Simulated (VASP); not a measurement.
# Rb2LiGdF6 (Fm-3m) in VASP: density of states with PBE+U

Aim: the density of states of Rb2LiGdF6 with PBE+U.

Everything below comes from runs of VASP 6.6.1. Logs are shortened: lines on timing, memory, paths and dates and some standing lists are left out, and cuts for length are marked.

## 1. The cell of the first run

Symmetry: Fm-3m, No. 225, cubic system. The conventional cell has a = 8.894 Å, b = 8.894 Å, c = 8.894 Å, α = 90.00°, β = 90.00°, γ = 90.00°. F (site symmetry 4mm) has 1 Gd at 2.17 Å and 1 Li at 2.28 Å within 2.9 Å. Li (site symmetry m-3m) has 6 F at 2.28 Å within 3.0 Å. Gd (site symmetry m-3m) has 6 F at 2.17 Å within 2.9 Å. Within 4.1 Å of Rb (site symmetry -43m) lie 12 F at 3.14 Å and 4 Li at 3.85 Å and 4 Gd at 3.85 Å.

## 2. Density of states, PBE+U, collinear spin, ferromagnetic start

The input, POSCAR:

```
Rb2LiGdF6
1.0
    0.0000000000      4.4469873300      4.4469873300
    4.4469873300      0.0000000000      4.4469873300
    4.4469873300      4.4469873300      0.0000000000
F Li Gd Rb
6 1 1 2
Direct
    0.7560000000      0.2440000000      0.2440000000
    0.2440000000      0.7560000000      0.2440000000
    0.2440000000      0.7560000000      0.7560000000
    0.7560000000      0.2440000000      0.7560000000
    0.2440000000      0.2440000000      0.7560000000
    0.7560000000      0.7560000000      0.2440000000
    0.5000000000      0.5000000000      0.5000000000
    0.0000000000      0.0000000000      0.0000000000
    0.2500000000      0.2500000000      0.2500000000
    0.7500000000      0.7500000000      0.7500000000
```

The input, INCAR.step1:

```
PREC     = Accurate       # precision mode
ENCUT    = 520            # plane-wave cutoff, eV
EDIFF    = 1E-6           # SCF threshold, eV
ISMEAR   = -1             # smearing method
SIGMA    = 0.0139         # smearing width, eV
LREAL    = False          # projectors in reciprocal space
LASPH    = True           # aspherical terms in the spheres
NELM     = 150            # most SCF steps
ALGO     = Normal         # electronic algorithm
ISIF     = 2              # what is computed and relaxed
LWAVE    = False          # write WAVECAR
LCHARG   = True           # write CHGCAR
ISPIN    = 2              # spin polarisation
MAGMOM   = 0 0 0 0 0 0 0 7.46 0 0 # initial moments
LMAXMIX  = 6              # l up to which the mixer works
LDAU     = True           # DFT+U
LDAUTYPE = 1            
LDAUL    = -1 -1 3 -1     # shell
LDAUU    = 0 0 4 0        # U, eV
LDAUJ    = 0 0 0.67 0   
LDAUPRINT= 1            
GGA      = PE             # functional
NBANDS   = 56             # bands
```

The input, KPOINTS.step1:

```
Automatic mesh
0
Gamma
  5 5 5
```

The input, INCAR.step2:

```
PREC     = Accurate       # precision mode
ENCUT    = 520            # plane-wave cutoff, eV
EDIFF    = 1E-6           # SCF threshold, eV
ISMEAR   = -5             # smearing method
SIGMA    = 0.0139         # smearing width, eV
LREAL    = False          # projectors in reciprocal space
LASPH    = True           # aspherical terms in the spheres
NELM     = 150            # most SCF steps
ALGO     = Normal         # electronic algorithm
ISIF     = 2              # what is computed and relaxed
LWAVE    = False          # write WAVECAR
LCHARG   = False          # write CHGCAR
ISPIN    = 2              # spin polarisation
MAGMOM   = 0 0 0 0 0 0 0 7.46 0 0 # initial moments
LORBIT   = 10             # projections on sites
LMAXMIX  = 6              # l up to which the mixer works
LDAU     = True           # DFT+U
LDAUTYPE = 1            
LDAUL    = -1 -1 3 -1     # shell
LDAUU    = 0 0 4 0        # U, eV
LDAUJ    = 0 0 0.67 0   
LDAUPRINT= 1            
GGA      = PE             # functional
NBANDS   = 56             # bands
NEDOS    = 1001           # points of the DOS
ICHARG   = 11             # starting density
```

The input, KPOINTS.step2:

```
Automatic mesh
0
Gamma
  8 8 8
```

Potentials or basis: VASP PAW PBE potentials, release 64 (F, Li_sv, Gd, Rb_sv).

Run with:

```sh
$ cat potpaw_PBE.64/F/POTCAR potpaw_PBE.64/Li_sv/POTCAR potpaw_PBE.64/Gd/POTCAR potpaw_PBE.64/Rb_sv/POTCAR > POTCAR
$ cp INCAR.step1 INCAR
$ cp KPOINTS.step1 KPOINTS
$ mpirun -np 1 vasp_std > vasp.out
$ cp INCAR.step2 INCAR
$ cp KPOINTS.step2 KPOINTS
$ mpirun -np 1 vasp_std > vasp.out
```

OUTCAR:

```text
PREC = Accurate
   ENCUT = 520
   EDIFF = 1E-6
   ISMEAR = -5
   LREAL = False
   LASPH = True
   NELM = 150
   ISIF = 2
   ISPIN = 2
   LORBIT = 10
   GGA = PE
   ICHARG = 11

 ion  position               nearest neighbor table
   1  0.756  0.244  0.244-   8 2.17  10 3.14  10 3.14   9 3.14   9 3.14
   2  0.244  0.756  0.244-   8 2.17  10 3.14  10 3.14   9 3.14   9 3.14
   3  0.244  0.756  0.756-   8 2.17  10 3.14  10 3.14   9 3.14   9 3.14
   4  0.756  0.244  0.756-   8 2.17  10 3.14  10 3.14   9 3.14   9 3.14
   5  0.244  0.244  0.756-   8 2.17  10 3.14  10 3.14   9 3.14   9 3.14
   6  0.756  0.756  0.244-   8 2.17  10 3.14  10 3.14   9 3.14   9 3.14
   7  0.500  0.500  0.500-   9 3.85  10 3.85   9 3.85   9 3.85   9 3.85  10 3.85  10 3.85  10 3.85

   8  0.000  0.000  0.000-   1 2.17   2 2.17   3 2.17   4 2.17   5 2.17   6 2.17   9 3.85  10 3.85
                            10 3.85  10 3.85  10 3.85   9 3.85   9 3.85   9 3.85
   9  0.250  0.250  0.250-   1 3.14   4 3.14   6 3.14   2 3.14   3 3.14   6 3.14   3 3.14   4 3.14
                             5 3.14   1 3.14   2 3.14   5 3.14   7 3.85   8 3.85   8 3.85   8 3.85
  10  0.750  0.750  0.750-   3 3.14   4 3.14   6 3.14   1 3.14   2 3.14   6 3.14   1 3.14   4 3.14
                             5 3.14   2 3.14   3 3.14   5 3.14   8 3.85   7 3.85   7 3.85   8 3.85

  LATTYP: Found a face centered cubic cell.
 ALAT       =     8.8939746600

  Lattice vectors:

 A1 = (   0.0000000000,   4.4469873300,   4.4469873300)
 A2 = (   4.4469873300,   0.0000000000,   4.4469873300)
 A3 = (   4.4469873300,   4.4469873300,   0.0000000000)

Analysis of symmetry for initial positions (statically):
=====================================================================
 Subroutine PRICEL returns:
 Original cell was already a primitive cell.

 Routine SETGRP: Setting up the symmetry group for a
 face centered cubic supercell.

 Subroutine GETGRP returns: Found 48 space group operations
 (whereof 48 operations were pure point group operations)
 out of a pool of 48 trial point group operations.

The static configuration has the point symmetry O_h .

Analysis of symmetry for dynamics (positions and initial velocities):
=====================================================================
 Subroutine PRICEL returns:
 Original cell was already a primitive cell.

 Routine SETGRP: Setting up the symmetry group for a
 face centered cubic supercell.

 Subroutine GETGRP returns: Found 48 space group operations
 (whereof 48 operations were pure point group operations)
 out of a pool of 48 trial point group operations.

The dynamic configuration has the point symmetry O_h .

Analysis of structural, dynamic, and magnetic symmetry:
=====================================================================
 Subroutine PRICEL returns:
 Original cell was already a primitive cell.

[... 189 lines left out ...]

 occupancies and eigenvectors

  o =  0.0000  v =  0.0000  0.0000  0.0000  0.0000  0.0000  0.0000  0.0000  0.0000  1.0000 -0.0000  0.0000 -0.0000 -0.0000 -0.0000      0.0000  0.0000  0.0000  0.0000  0.0000  0.0000  0.0000  0.0000  0.0000  0.0000  0.0000  0.0000  0.0000  0.0000
  o =  0.0071  v =  0.0000  0.0000  0.0000  0.0000  0.0000  0.0000  0.0000  0.0000 -0.0000 -0.0000 -0.0000 -0.7906 -0.0000 -0.6124      0.0000  0.0000  0.0000  0.0000  0.0000  0.0000  0.0000  0.0000  0.0000  0.0000  0.0000  0.0000  0.0000  0.0000
  o =  0.0071  v =  0.0000  0.0000  0.0000  0.0000  0.0000  0.0000  0.0000  0.6124  0.0000 -0.7906 -0.0000 -0.0000 -0.0000  0.0000      0.0000  0.0000  0.0000  0.0000  0.0000  0.0000  0.0000  0.0000  0.0000  0.0000  0.0000  0.0000  0.0000  0.0000
  o =  0.0071  v =  0.0000  0.0000  0.0000  0.0000  0.0000  0.0000  0.0000  0.0000 -0.0000  0.0000 -0.0000  0.0000 -1.0000  0.0000      0.0000  0.0000  0.0000  0.0000  0.0000  0.0000  0.0000  0.0000  0.0000  0.0000  0.0000  0.0000  0.0000  0.0000
  o =  0.0247  v =  0.0000  0.0000  0.0000  0.0000  0.0000  0.0000  0.0000 -0.7906  0.0000 -0.6124 -0.0000 -0.0000 -0.0000  0.0000      0.0000  0.0000  0.0000  0.0000  0.0000  0.0000  0.0000  0.0000  0.0000  0.0000  0.0000  0.0000  0.0000  0.0000
  o =  0.0247  v =  0.0000  0.0000  0.0000  0.0000  0.0000  0.0000  0.0000  0.0000  0.0000  0.0000  0.0000 -0.6124  0.0000  0.7906      0.0000  0.0000  0.0000  0.0000  0.0000  0.0000  0.0000  0.0000  0.0000  0.0000  0.0000  0.0000  0.0000  0.0000
  o =  0.0247  v =  0.0000  0.0000  0.0000  0.0000  0.0000  0.0000  0.0000  0.0000 -0.0000 -0.0000  1.0000  0.0000 -0.0000 -0.0000      0.0000  0.0000  0.0000  0.0000  0.0000  0.0000  0.0000  0.0000  0.0000  0.0000  0.0000  0.0000  0.0000  0.0000
  o =  0.9889  v =  0.0000 -1.0000  0.0000  0.0000 -0.0000  0.0000  0.0000  0.0000  0.0000  0.0000  0.0000  0.0000  0.0000  0.0000      0.0000  0.0000  0.0000  0.0000  0.0000  0.0000  0.0000  0.0000  0.0000  0.0000  0.0000  0.0000  0.0000  0.0000
  o =  0.9930  v = -0.6124  0.0000  0.7906 -0.0000 -0.0000  0.0000 -0.0000  0.0000  0.0000  0.0000  0.0000  0.0000  0.0000  0.0000      0.0000  0.0000  0.0000  0.0000  0.0000  0.0000  0.0000  0.0000  0.0000  0.0000  0.0000  0.0000  0.0000  0.0000
  o =  0.9930  v =  0.0000 -0.0000  0.0000 -0.0000  0.7906  0.0000  0.6124  0.0000  0.0000  0.0000  0.0000  0.0000  0.0000  0.0000      0.0000  0.0000  0.0000  0.0000  0.0000  0.0000  0.0000  0.0000  0.0000  0.0000  0.0000  0.0000  0.0000  0.0000
  o =  0.9930  v =  0.0000 -0.0000  0.0000  0.0000  0.0000 -1.0000  0.0000  0.0000  0.0000  0.0000  0.0000  0.0000  0.0000  0.0000      0.0000  0.0000  0.0000  0.0000  0.0000  0.0000  0.0000  0.0000  0.0000  0.0000  0.0000  0.0000  0.0000  0.0000
  o =  1.0017  v =  0.0000  0.0000  0.0000 -0.0000 -0.6124  0.0000  0.7906  0.0000  0.0000  0.0000  0.0000  0.0000  0.0000  0.0000      0.0000  0.0000  0.0000  0.0000  0.0000  0.0000  0.0000  0.0000  0.0000  0.0000  0.0000  0.0000  0.0000  0.0000
  o =  1.0017  v = -0.7906  0.0000 -0.6124  0.0000  0.0000 -0.0000  0.0000  0.0000  0.0000  0.0000  0.0000  0.0000  0.0000  0.0000      0.0000  0.0000  0.0000  0.0000  0.0000  0.0000  0.0000  0.0000  0.0000  0.0000  0.0000  0.0000  0.0000  0.0000
  o =  1.0017  v =  0.0000 -0.0000 -0.0000 -1.0000  0.0000 -0.0000 -0.0000  0.0000  0.0000  0.0000  0.0000  0.0000  0.0000  0.0000      0.0000  0.0000  0.0000  0.0000  0.0000  0.0000  0.0000  0.0000  0.0000  0.0000  0.0000  0.0000  0.0000  0.0000

 number of electron      80.9999989 magnetization       6.9999995

 Free energy of the ion-electron system (eV)
  ---------------------------------------------------
  ext. energy  EPLUGINS =         0.00000000
  ---------------------------------------------------
  free energy    TOTEN  =       -58.89860775 eV

  energy without entropy =      -58.89860775  energy(sigma->0) =      -58.89860775

 E-fermi :  -2.4136     XC(G=0):  -8.6759

 val. band max:       -2.4230493524   @ k =  -0.2500   0.1250   0.0000
 cond. band min:       3.8630958394   @ k =   0.0000   0.0000   0.0000
 fundamental gap:      6.2861451918
 Fermi energy:        -2.4135853085

 spin component 1

 k-point     1 :       0.0000    0.0000    0.0000
  band No.  band energies     occupation
      1     -44.5810      1.00000
      2     -42.9393      1.00000
      3     -25.5376      1.00000
      4     -25.5008      1.00000
      5     -22.8829      1.00000
      6     -22.8829      1.00000
[... 2633 lines left out ...]
     51       7.5448      0.00000
     52       7.6255      0.00000

 [... further k-points ...]

 [bands above 52 left out]

------------------------ aborting loop because EDIFF is reached ----------------------------------------

  FORCE on cell =-STRESS in cart. coord.  units (eV):
  Direction    XX          YY          ZZ          XY          YZ          ZX
  --------------------------------------------------------------------------------------
  -------------------------------------------------------------------------------------
  Total        2.0267620      2.0267620      2.0267620      0.0000000      0.0000000     -0.0000000
  in kB       18.4622945     18.4622945     18.4622945      0.0000000      0.0000000     -0.0000000
  external PRESSURE =      18.4622945 kB  Pullay stress =       0.0000000 kB

 VOLUME and BASIS-vectors are now :
 -----------------------------------------------------------------------------
  energy-cutoff  :      520.00
  volume of cell :      175.88
      direct lattice vectors                 reciprocal lattice vectors
     0.000000000  4.446987330  4.446987330    -0.112435670  0.112435670  0.112435670
     4.446987330  0.000000000  4.446987330     0.112435670 -0.112435670  0.112435670
     4.446987330  4.446987330  0.000000000     0.112435670  0.112435670 -0.112435670

 POSITION                                       TOTAL-FORCE (eV/Angst)
 -----------------------------------------------------------------------------------
      2.17013      4.44699      4.44699         1.104483      0.000000     -0.000000
      4.44699      2.17013      4.44699         0.000000      1.104483     -0.000000
      6.72384      4.44699      4.44699        -1.104483      0.000000     -0.000000
      4.44699      6.72384      4.44699         0.000000     -1.104483     -0.000000
      4.44699      4.44699      2.17013         0.000000      0.000000      1.104483
      4.44699      4.44699      6.72384         0.000000      0.000000     -1.104483
      4.44699      4.44699      4.44699         0.000000      0.000000     -0.000000
      0.00000      0.00000      0.00000         0.000000      0.000000     -0.000000
      2.22349      2.22349      2.22349         0.000000     -0.000000     -0.000000
      6.67048      6.67048      6.67048         0.000000     -0.000000     -0.000000
 -----------------------------------------------------------------------------------
    total drift:                                0.000000      0.000000      0.000000

  FREE ENERGIE OF THE ION-ELECTRON SYSTEM (eV)
  ---------------------------------------------------
  free  energy   TOTEN  =       -58.8986077484 eV

  energy  without entropy=      -58.8986077484  energy(sigma->0) =      -58.89860775

 total charge

# of ion       s       p       d       f       tot
--------------------------------------------------
    1        1.735   4.363   0.000   0.000   6.098
    2        1.735   4.363   0.000   0.000   6.098
    3        1.735   4.363   0.000   0.000   6.098
    4        1.735   4.363   0.000   0.000   6.098
    5        1.735   4.363   0.000   0.000   6.098
    6        1.735   4.363   0.000   0.000   6.098
    7        1.997   0.020   0.000   0.000   2.018
    8        2.032   5.706   0.465   7.057  15.259
    9        1.935   5.357   0.015   0.000   7.307
   10        1.935   5.357   0.015   0.000   7.307
--------------------------------------------------
tot         18.309  42.622   0.495   7.057  68.482

 magnetization (x)

# of ion       s       p       d       f       tot
--------------------------------------------------
    1       -0.000  -0.001   0.000   0.000  -0.001
    2       -0.000  -0.001   0.000   0.000  -0.001
    3       -0.000  -0.001   0.000   0.000  -0.001
    4       -0.000  -0.001   0.000   0.000  -0.001
    5       -0.000  -0.001   0.000   0.000  -0.001
    6       -0.000  -0.001   0.000   0.000  -0.001
    7        0.000   0.000   0.000   0.000   0.000
    8       -0.008  -0.086   0.028   6.873   6.807
    9        0.000   0.000   0.000   0.000   0.000
   10        0.000   0.000   0.000   0.000   0.000
--------------------------------------------------
tot         -0.009  -0.092   0.028   6.873   6.800
```

Wall time 10 min (1 thread of Intel Xeon 6975P-C (Granite Rapids), shared host); peak memory 0.68 GiB.

Results:

| Property | Result |
| --- | --- |
| Net moment | 7.00 μB per cell |
| Site moments | F -0.00; Li +0.00; Gd +6.81; Rb +0.00 μB |
| Valence electrons inside the program's atomic spheres | F 6.10; Li 2.02; Gd 15.26; Rb 7.31 |

Eigenvalues of the final occupation matrices:
```tsv
site	spin	trace	eigenvalues
site 8 f	1	6.97	0.99 0.99 0.99 0.99 1.00 1.00 1.00
site 8 f	2	0.10	0.00 0.01 0.01 0.01 0.02 0.02 0.02
```

Caveat: the cutoff is under 1.25 times the usual one of these potentials, so pressure, stress and relaxed cells hold a basis-set (Pulay) error; spin-orbit coupling is left out, which moves the levels of the heavy elements; a cell with one magnetic atom can't hold antiferromagnetic order, which such compounds often take.
